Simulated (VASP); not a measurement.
# SnSe: relaxation of shape and atoms at fixed volume with PBE+D3(BJ)

SnSe:

```
Sn Se
1.0
     2.04347   -5.49769    0.00000
     2.04347    5.49769    0.00000
     0.00000    0.00000    4.05149
Sn Se
2 2
Direct
  0.88261 0.11739 0.25000
  0.11739 0.88261 0.75000
  0.63916 0.36084 0.25000
  0.36084 0.63916 0.75000
```

```
Program                : VASP 6.6.1
Task                   : relaxation of shape and atoms at fixed volume
Functional             : PBE
Dispersion             : D3(BJ)
Potentials or basis    : VASP PAW PBE potentials, release 64 (Sn_d, Se)
Cutoff                 : 600 eV
k mesh                 : 10 × 10 × 8
Occupations            : gaussian, width 0.01 eV
Spin                   : no spin polarisation
Dipole correction      : no
Further INCAR settings : ALGO = Normal; EDIFF = 1e-06; IBRION = 2; EDIFFG = -0.01; NSW = 50; ISIF = 4
```

| Property | Result |
| --- | --- |
| Energy gained by relaxing | 0.9 meV/atom |
| Ionic steps | 4 |
| Pressure after relaxing | 7.6 GPa |
| Largest force after relaxing | 0.004 eV/Å |
| Band gap on the k mesh | zero (bands 20 and 21 overlap by 0.20 eV) |
| Dispersion energy per atom | -0.425 eV |

Forces in eV/Å, atoms in the order of the input:
```
Sn   0.000 -0.002  0.000
Sn   0.000  0.002  0.000
Se   0.000 -0.004  0.000
Se   0.000  0.004  0.000
```

Step by step:
| step | energy change (eV) | largest force (eV/Å) | pressure (GPa) | volume (Å³) |
| --- | --- | --- | --- | --- |
| 1 | 0.0000 | 0.1696 | 7.94 | 91.03 |
| 2 | -0.0028 | 0.0606 | 7.73 | 91.03 |
| 3 | -0.0030 | 0.0244 | 7.66 | 91.03 |
| 4 | -0.0036 | 0.0036 | 7.60 | 91.03 |

Final structure:
```
Sn Se
1.0
     2.04768   -5.49007    0.00000
     2.04768    5.49007    0.00000
     0.00000    0.00000    4.04875
Sn Se
2 2
Direct
  0.88391 0.11609 0.25000
  0.11609 0.88391 0.75000
  0.63829 0.36171 0.25000
  0.36171 0.63829 0.75000
```

Levels at points of the mesh, in eV from the Fermi level:
| k point | band 18 | band 19 | band 20 | band 21 | band 22 | band 23 |
| --- | --- | --- | --- | --- | --- | --- |
| (0.00, 0.00, 0.00) | -3.42 | -2.21 | -1.03 | 2.95 | 3.41 | 4.20 |
| (0.50, 0.00, 0.00) | -2.08 | -0.68 | -0.30 | 0.51 | 0.70 | 1.31 |
| (0.50, 0.50, 0.00) | -2.38 | -1.82 | -1.20 | -0.19 | 3.20 | 3.33 |
| (0.00, 0.00, 0.50) | -2.36 | -0.42 | -0.42 | 0.35 | 0.35 | 0.96 |
| (0.50, 0.00, 0.50) | -5.13 | -2.10 | -2.10 | 1.92 | 1.92 | 5.38 |
| (0.50, 0.50, 0.50) | -2.01 | -1.47 | -1.47 | 1.62 | 1.62 | 1.87 |

Wall time 6.6 min on 1 thread of Intel(R) Xeon(R) 6975P-C (Granite Rapids), on a shared host, peak memory 0.55 GiB.

Caveat: semilocal functionals underestimate gaps, and a narrow one can read as zero; spin-orbit coupling is left out, which moves the levels of the heavy elements.
